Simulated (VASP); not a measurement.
# WCl4F2 (Imm2) in VASP: notebook

The runs below take WCl4F2 through single point, relaxation of cell and atoms, with PBE.

All numbers are computed with VASP 6.6.1; they aren't measurements. Logs are shortened: lines on timing, memory, paths and dates and some standing lists are left out, and cuts for length are marked.

**1. The cell of the first run**

The structure is orthorhombic, space group Imm2 (No. 44). The conventional cell has a = 7.240 Å, b = 9.776 Å, c = 6.385 Å, α = 90.00°, β = 90.00°, γ = 90.00°. Within 2.5 Å of W (site symmetry mm2) lie 2 F at 1.88 Å and 4 Cl at 2.28 to 2.30 Å. Cl (site symmetry m) has 1 W at 2.28 Å and 1 F at 2.95 Å within 3.0 Å. Cl (site symmetry m) has 1 W at 2.30 Å and 2 F at 2.94 Å within 3.0 Å. Within 2.6 Å of F (site symmetry m) lie 1 W at 1.88 Å and 1 F at 2.58 Å.

**2. Single point, PBE**

The input, INCAR:

```
ALGO = Normal
EDIFF = 1E-6
ENCUT = 520
GGA = PE
ISIF = 2
ISMEAR = 0
LASPH = True
LCHARG = False
LREAL = False
LWAVE = False
NBANDS = 37
NELM = 100
PREC = Accurate
SIGMA = 0.15
```

The input, KPOINTS:

```
k-points
0
Gamma
  3 3 3
```

The input, POSCAR:

```
WCl4F2
1.0
   -3.6198314993      4.8879217194      3.1925367372
    3.6198314993     -4.8879217194      3.1925367372
    3.6198314993      4.8879217194     -3.1925367372
W Cl F
1 4 2
Direct
   -0.0084455786     -0.0084455786      0.0000000000
    0.7468150165      0.9760043335      0.2291893171
    0.7468150165      0.5176256994      0.7708106829
    0.2354068135      0.0006907166      0.2347160969
    0.7659746197      0.0006907166      0.7652839031
    0.2057170562      0.3836064326      0.1778893764
    0.2057170562      0.0278276799      0.8221106236
```

Potentials or basis: VASP PAW PBE potentials, release 64 (W_sv, Cl, F).

Launch:

```sh
$ cat potpaw_PBE.64/W_sv/POTCAR potpaw_PBE.64/Cl/POTCAR potpaw_PBE.64/F/POTCAR > POTCAR
$ mpirun -np 1 vasp_std > vasp.out
```

OUTCAR:

```text
EDIFF = 1E-6
   ENCUT = 520
   GGA = PE
   ISIF = 2
   ISMEAR = 0
   LASPH = True
   LREAL = False
   NELM = 100
   PREC = Accurate

 ion  position               nearest neighbor table
   1  0.992  0.992  0.000-   7 1.88   6 1.88   2 2.28   3 2.28   5 2.30   4 2.30
   2  0.747  0.976  0.229-   1 2.28
   3  0.747  0.518  0.771-   1 2.28
   4  0.235  0.001  0.235-   1 2.30
   5  0.766  0.001  0.765-   1 2.30
   6  0.206  0.384  0.178-   1 1.88
   7  0.206  0.028  0.822-   1 1.88

  LATTYP: Found a body centered orthorhombic cell.
 ALAT       =     6.3850734744
 B/A-ratio  =     1.1338417682
 C/A-ratio  =     1.5310463502

  Lattice vectors:

 A1 = (   3.6198314993,  -4.8879217194,   3.1925367372)
 A2 = (  -3.6198314993,  -4.8879217194,  -3.1925367372)
 A3 = (   3.6198314993,   4.8879217194,  -3.1925367372)

Analysis of symmetry for initial positions (statically):
=====================================================================
 Subroutine PRICEL returns:
 Original cell was already a primitive cell.

 Routine SETGRP: Setting up the symmetry group for a
 body centered orthorhombic supercell.

 Subroutine GETGRP returns: Found  4 space group operations
 (whereof  4 operations were pure point group operations)
 out of a pool of  8 trial point group operations.

The static configuration has the point symmetry C_2v.

Analysis of symmetry for dynamics (positions and initial velocities):
=====================================================================
 Subroutine PRICEL returns:
 Original cell was already a primitive cell.

 Routine SETGRP: Setting up the symmetry group for a
 body centered orthorhombic supercell.

 Subroutine GETGRP returns: Found  4 space group operations
 (whereof  4 operations were pure point group operations)
 out of a pool of  8 trial point group operations.

The dynamic configuration has the point symmetry C_2v.

 Subroutine INISYM returns: Found  4 space group operations
 (whereof  4 operations are pure point group operations),
 and found     1 'primitive' translations

----------------------------------------------------------------------------------------

                                     Primitive cell

  volume of cell :     225.9480

  direct lattice vectors                    reciprocal lattice vectors
    -3.619831499  4.887921719  3.192536737     0.000000000  0.102292964  0.156615269
     3.619831499 -4.887921719  3.192536737     0.138127976  0.000000000  0.156615269
     3.619831499  4.887921719 -3.192536737     0.138127976  0.102292964  0.000000000

  length of vectors
     6.869297609  6.869297609  6.869297609     0.187062003  0.208824521  0.171881320

  position of ions in fractional coordinates (direct lattice)
     0.991554421  0.991554421  0.000000000
     0.746815017  0.976004334  0.229189317
     0.746815017  0.517625699  0.770810683
     0.235406813  0.000690717  0.234716097
     0.765974620  0.000690717  0.765283903
     0.205717056  0.383606433  0.177889376
     0.205717056  0.027827680  0.822110624

  ion indices of the primitive-cell ions
   primitive index   ion index
                 1           1
                 2           2
                 3           3
                 4           4
                 5           5
                 6           6
                 7           7

----------------------------------------------------------------------------------------

 KPOINTS: k-points

Automatic generation of k-mesh.
 Grid dimensions read from file:
 generate k-points for:    3    3    3

 Generating k-lattice:

  Cartesian coordinates                     Fractional coordinates (reciprocal lattice)
     0.000000000  0.034097655  0.052205090     0.333333333  0.000000000 -0.000000000
     0.046042659  0.000000000  0.052205090     0.000000000  0.333333333  0.000000000
     0.046042659  0.034097655  0.000000000    -0.000000000  0.000000000  0.333333333

  Length of vectors
     0.062354001  0.069608174  0.057293773

  Shift w.r.t. Gamma in fractional coordinates (k-lattice)
     0.000000000  0.000000000  0.000000000

 Subroutine IBZKPT returns following result:
 ===========================================

 Found      8 irreducible k-points:

 Following reciprocal coordinates:
            Coordinates               Weight
  0.000000  0.000000  0.000000      1.000000
  0.333333 -0.000000  0.000000      4.000000
 -0.000000  0.333333  0.000000      4.000000
  0.333333  0.333333  0.000000      8.000000
 -0.333333  0.333333  0.000000      4.000000
 -0.333333  0.333333  0.333333      2.000000
  0.333333 -0.333333  0.333333      2.000000
 -0.333333 -0.333333  0.333333      2.000000
   k-points           NKPTS =      8   k-points in BZ     NKDIM =      8   number of bands    NBANDS=     37
   number of dos      NEDOS =    301   number of ions     NIONS =      7
   total plane-waves  NPLWV = 157464
   dimension x,y,z NGX =    54 NGY =   54 NGZ =   54
   dimension x,y,z NGXF=   108 NGYF=  108 NGZF=  108
   ions per type =               1   4   2
   NGX,Y,Z   is equivalent  to a cutoff of  13.07, 13.07, 13.07 a.u.
   NGXF,Y,Z  is equivalent  to a cutoff of  26.14, 26.14, 26.14 a.u.
 SYSTEM =  unknown system
   PREC   = accura    normal or accurate (medium, high low for compatibility)
   ISTART =      0    job   : 0-new  1-cont  2-samecut
   ICHARG =      2    charge: 1-file 2-atom 10-const
   ISPIN  =      1    spin polarized calculation?
   LNONCOLLINEAR =      F non collinear calculations
   LSORBIT =      F    spin-orbit coupling
   LASPH  =      T    aspherical Exc in radial PAW
   ENCUT  =  520.0 eV  38.22 Ry    6.18 a.u.  12.77 12.77 12.77*2*pi/ulx,y,z
   NELM   =    100;   NELMIN=  2; NELMDL= -5     # of ELM steps
   EDIFF  = 0.1E-05   stopping-criterion for ELM
   LREAL  =      F    real-space projection
   EDIFFG = 0.1E-04   stopping-criterion for IOM
   NSW    =      0    number of steps for IOM
   IBRION =     -1    ionic relax: 0-MD 1-quasi-New 2-CG
   NFREE  =      0    steps in history (QN), initial steepest desc. (CG)
   ISIF   =      2    stress and relaxation
   ISYM   =      2    0-nonsym 1-usesym 2-fastsym
   POTIM  = 0.5000    time-step for ionic-motion
   TEBEG  =    0.0;   TEEND  =   0.0 temperature during run
   PSTRESS=    0.0 pullay stress
   NELECT =      56.0000    total number of electrons
   NUPDOWN=      -1.0000    fix difference up-down
   EMIN   =  10.00;   EMAX   =-10.00  energy-range for DOS
   EFERMI =   0.00;   METHOD = LEGACY
   ISMEAR =     0;   SIGMA  =   0.15  broadening in eV -4-tet -1-fermi 0-gaus
   EFERMI_NEDOS =   21; number of points for ismear=-14 and -15
   IALGO  =     38    algorithm
   IMIX   =      4    mixing-type and parameters
     AMIX     =   0.40;   BMIX     =  1.00
     AMIX_MAG =   1.60;   BMIX_MAG =  1.00
  volume/ion in A,a.u.               =      32.28       217.82
  Fermi-wavevector in a.u.,A,eV,Ry     =   1.028335  1.943272 14.387796  1.057473
  Thomas-Fermi vector in A             =   2.162326
   LORBIT       =      0    0 simple, 1 ext, 2 COOP (PROOUT), +10 PAW based schemes
   GGA     = PE    functional components
   LHFCALC =     F    Hartree Fock is set to
   AEXX    =    0.0000 exact exchange contribution
   IVDW    =     0    specifies the selected vdW correction
   LEPSILON=     F    determine dielectric tensor
   LRPA    =     F    only Hartree local field effects (RPA)
 non-spin polarized calculation
 Gauss-broadening in eV      SIGMA  =   0.15
  energy-cutoff  :      520.00
  volume of cell :      225.95
 maximum number of plane-waves:      6101
 NGX is ok and might be reduce to    54
   NGX = 25   NGY = 25   NGZ = 25

 number of electron      55.9999999 magnetization

 Free energy of the ion-electron system (eV)
  ---------------------------------------------------
  ext. energy  EPLUGINS =         0.00000000
  ---------------------------------------------------
  free energy    TOTEN  =       -34.15434366 eV

  energy without entropy =      -34.15434366  energy(sigma->0) =      -34.15434366

 E-fermi :  -1.8956     XC(G=0):  -6.6810

 val. band max:       -2.6624714676   @ k =   0.0000   0.0000   0.0000
 cond. band min:      -0.6427362257   @ k =   0.0000   0.0000   0.0000
 fundamental gap:      2.0197352419
 Fermi energy:        -1.8956166407

 k-point     1 :       0.0000    0.0000    0.0000
  band No.  band energies     occupation
      1     -77.8678      2.00000
      2     -42.0456      2.00000
      3     -42.0232      2.00000
      4     -41.8816      2.00000
      5     -24.7154      2.00000
      6     -24.6098      2.00000
[... 29 lines left out ...]
     36       6.1230      0.00000
     37       7.1059      0.00000

 k-point     2 :       0.3333   -0.0000    0.0000
  band No.  band energies     occupation
      1     -77.8678      2.00000
      2     -42.0456      2.00000
      3     -42.0232      2.00000
      4     -41.8816      2.00000
      5     -24.7148      2.00000
      6     -24.6100      2.00000
[... 29 lines left out ...]
     36       6.5654      0.00000
     37       7.1553      0.00000

 k-point     3 :      -0.0000    0.3333    0.0000
  band No.  band energies     occupation
      1     -77.8678      2.00000
      2     -42.0456      2.00000
      3     -42.0233      2.00000
      4     -41.8816      2.00000
      5     -24.7145      2.00000
      6     -24.6104      2.00000
[... 29 lines left out ...]
     36       6.7919      0.00000
     37       7.1807      0.00000

 k-point     4 :       0.3333    0.3333    0.0000
  band No.  band energies     occupation
      1     -77.8678      2.00000
      2     -42.0456      2.00000
      3     -42.0232      2.00000
      4     -41.8816      2.00000
      5     -24.7144      2.00000
      6     -24.6103      2.00000
[... 29 lines left out ...]
     36       6.6491      0.00000
     37       7.3709      0.00000

 k-point     5 :      -0.3333    0.3333    0.0000
  band No.  band energies     occupation
      1     -77.8678      2.00000
      2     -42.0456      2.00000
      3     -42.0233      2.00000
      4     -41.8816      2.00000
      5     -24.7152      2.00000
      6     -24.6100      2.00000
[... 29 lines left out ...]
     36       6.7128      0.00000
     37       7.0151      0.00000

 k-point     6 :      -0.3333    0.3333    0.3333
  band No.  band energies     occupation
      1     -77.8678      2.00000
      2     -42.0456      2.00000
      3     -42.0232      2.00000
      4     -41.8816      2.00000
      5     -24.7150      2.00000
      6     -24.6099      2.00000
[... 29 lines left out ...]
     36       6.4950      0.00000
     37       7.4861      0.00000

 k-point     7 :       0.3333   -0.3333    0.3333
  band No.  band energies     occupation
      1     -77.8678      2.00000
      2     -42.0456      2.00000
      3     -42.0232      2.00000
      4     -41.8816      2.00000
      5     -24.7154      2.00000
      6     -24.6097      2.00000
[... 29 lines left out ...]
     36       6.6636      0.00000
     37       7.5782      0.00000

 k-point     8 :      -0.3333   -0.3333    0.3333
  band No.  band energies     occupation
      1     -77.8678      2.00000
      2     -42.0456      2.00000
      3     -42.0232      2.00000
      4     -41.8816      2.00000
      5     -24.7146      2.00000
      6     -24.6100      2.00000
[... 29 lines left out ...]
     36       6.5789      0.00000
     37       7.2499      0.00000

------------------------ aborting loop because EDIFF is reached ----------------------------------------

  FORCE on cell =-STRESS in cart. coord.  units (eV):
  Direction    XX          YY          ZZ          XY          YZ          ZX
  --------------------------------------------------------------------------------------
  -------------------------------------------------------------------------------------
  Total        0.9071239      0.5254716      0.9790143      0.0000000      0.0000000      0.0000000
  in kB        6.4323360      3.7260732      6.9421039      0.0000000      0.0000000      0.0000000
  external PRESSURE =       5.7001710 kB  Pullay stress =       0.0000000 kB

 VOLUME and BASIS-vectors are now :
 -----------------------------------------------------------------------------
  energy-cutoff  :      520.00
  volume of cell :      225.95
      direct lattice vectors                 reciprocal lattice vectors
    -3.619831499  4.887921719  3.192536737     0.000000000  0.102292964  0.156615269
     3.619831499 -4.887921719  3.192536737     0.138127976  0.000000000  0.156615269
     3.619831499  4.887921719 -3.192536737     0.138127976  0.102292964  0.000000000

 POSITION                                       TOTAL-FORCE (eV/Angst)
 -----------------------------------------------------------------------------------
      0.00000      0.00000      6.33115        -0.000000      0.000000     -0.542121
      1.65925      0.00000      4.76847        -0.012134      0.000000     -0.001340
      1.96058      4.88792      1.57593         0.012134      0.000000     -0.001340
      0.00000      2.29455      0.00441        -0.000000     -0.001043      0.011180
     -0.00000      7.48130      0.00441        -0.000000      0.001043      0.011180
      1.28786      0.00000      1.31352         0.250844     -0.000000      0.261220
      2.33197      4.88792     -1.87902        -0.250844     -0.000000      0.261220
 -----------------------------------------------------------------------------------
    total drift:                                0.000001      0.000000      0.001289

  FREE ENERGIE OF THE ION-ELECTRON SYSTEM (eV)
  ---------------------------------------------------
  free  energy   TOTEN  =       -34.1543436607 eV

  energy  without entropy=      -34.1543436607  energy(sigma->0) =      -34.15434366
```

It took 2.6 min on 1 thread of Intel Xeon 8259CL, shared host; peak memory 0.38 GiB.

Results:

```yaml
Free_energy: -34.1543 eV
Pressure: 0.6 GPa
Largest_force: 0.542 eV/Å
Band_gap_on_the_k_mesh: 2.02 eV
```

Forces on the atoms (eV/Å):
```
W    0.000  0.000 -0.542
Cl  -0.012  0.000 -0.001
Cl   0.012  0.000 -0.001
Cl   0.000 -0.001  0.011
Cl   0.000  0.001  0.011
F    0.251  0.000  0.261
F   -0.251  0.000  0.261
```

Stress tensor (GPa, compression positive):
```
0.64 0.00 0.00
0.00 0.37 0.00
0.00 0.00 0.69
```

Caveat: spin-orbit coupling is left out, which moves the levels of the heavy elements; this functional lacks dispersion, which binds layers or chains, so the pressure and a relaxed spacing across them are unreliable.

**3. Relaxation of cell and atoms, PBE**

This run uses another cell than the first one, of 21.03 Å³/atom.

The input, INCAR:

```
PREC = Accurate ; ENCUT = 600
EDIFF = 1E-6 ; ISMEAR = 0
SIGMA = 0.15 ; LREAL = False
LASPH = True ; NELM = 60
ALGO = Normal ; ISIF = 3
LWAVE = False ; LCHARG = False
GGA = PE ; IBRION = 2
NSW = 36 ; EDIFFG = -0.08
```

The input, KPOINTS:

```
Automatic mesh
0
Gamma
  3 3 3
```

The input, POSCAR:

```
WCl4F2
1.0
   -3.1500000000      4.1000000000      2.8500000000
    3.1500000000     -4.1000000000      2.8500000000
    3.1500000000      4.1000000000     -2.8500000000
W Cl F
1 4 2
Direct
    0.0000000000      0.0000000000      0.0000000000
    0.7190000000      0.9730000000      0.2540000000
    0.7190000000      0.4650000000      0.7460000000
    0.2770000000      0.0000000000      0.2770000000
    0.7230000000      0.0000000000      0.7230000000
    0.2300000000      0.4380000000      0.2080000000
    0.2300000000      0.0220000000      0.7920000000
```

Potentials or basis: VASP PAW PBE potentials, release 64 (W_sv, Cl, F).

Launch:

```sh
$ cat potpaw_PBE.64/W_sv/POTCAR potpaw_PBE.64/Cl/POTCAR potpaw_PBE.64/F/POTCAR > POTCAR
$ mpirun -np 1 vasp_std > vasp.out
```

Wall time 20 min (1 thread of Intel Xeon 8259CL, shared host); peak memory 0.33 GiB.

Results (log left out):

```
Free energy                           : -34.0557 eV
Relaxed volume                        : 32.05 Å³/atom
Relaxed cell                          : a = 6.833 Å, b = 6.833 Å, c = 6.833 Å, α = 116.16°, β = 90.16°, γ = 123.80°
Space group after relaxing (to 0.1 Å) : Imm2 (No. 44)
Energy gained by relaxing             : 252.7 meV/atom
Ionic steps                           : 15
Pressure after relaxing               : -0.1 GPa
Largest force after relaxing          : 0.060 eV/Å
Band gap on the k mesh                : 2.00 eV
```

Forces on the atoms (eV/Å):
```
W    0.000  0.000  0.051
Cl  -0.009  0.000 -0.035
Cl   0.009  0.000 -0.035
Cl   0.000  0.046  0.038
Cl   0.000 -0.046  0.038
F    0.025  0.000 -0.028
F   -0.025  0.000 -0.028
```

Stress tensor (GPa, compression positive):
```
-0.12  0.00  0.00
 0.00 -0.02  0.00
 0.00  0.00 -0.13
```

Step by step:
```tsv
step	energy change (eV)	largest force (eV/Å)	pressure (GPa)	volume (Å³)
1	0.0000	1.9742	10.66	147.23
2	-0.4781	3.0920	-4.34	179.11
3	-0.7141	2.1139	-0.18	165.60
4	-1.3594	0.8206	1.22	177.07
5	-1.4906	0.8010	2.93	185.28
6	-1.6478	1.0347	-1.52	209.37
7	-1.6561	0.7714	-0.78	204.39
8	-1.7265	0.3794	0.20	212.46
9	-1.7319	0.4620	0.56	215.38
10	-1.7622	0.1411	-0.28	225.44
11	-1.7630	0.1246	-0.17	224.02
12	-1.7663	0.1438	0.09	223.83
13	-1.7666	0.1889	0.19	223.75
14	-1.7684	0.0877	0.06	224.04
15	-1.7690	0.0599	-0.09	224.37
```

Final structure:
```
W Cl F
1.0
    -3.61274    4.82458    3.21811
     3.61274   -4.82458    3.21811
     3.61274    4.82458   -3.21811
W Cl F
1 4 2
Cartesian
  0.0000 0.0000 6.3744
  1.6751 0.0000 4.8349
  1.9377 4.8246 1.6168
  3.6127 -2.5344 3.1882
  3.6127 2.5344 3.1882
  1.2797 0.0000 1.3339
  2.3331 4.8246 -1.8842
```

Levels at points of the mesh, in eV from the valence-band top:
```tsv
k point	band 26	band 27	band 28	band 29	band 30	band 31
(0.00, 0.00, 0.00)	-0.42	0.00	0.00	2.00	2.08	2.35
```

Caveat: the k points lie up to 0.39 Å⁻¹ apart in the final cell; the volume moved by over 15 % at a fixed basis, so the end points are rough; spin-orbit coupling is left out, which moves the levels of the heavy elements; this functional lacks dispersion, which binds layers or chains, so the pressure and a relaxed spacing across them are unreliable; the relaxation stopped at a loose force limit of 0.08 eV/Å, so its end isn't a converged minimum.
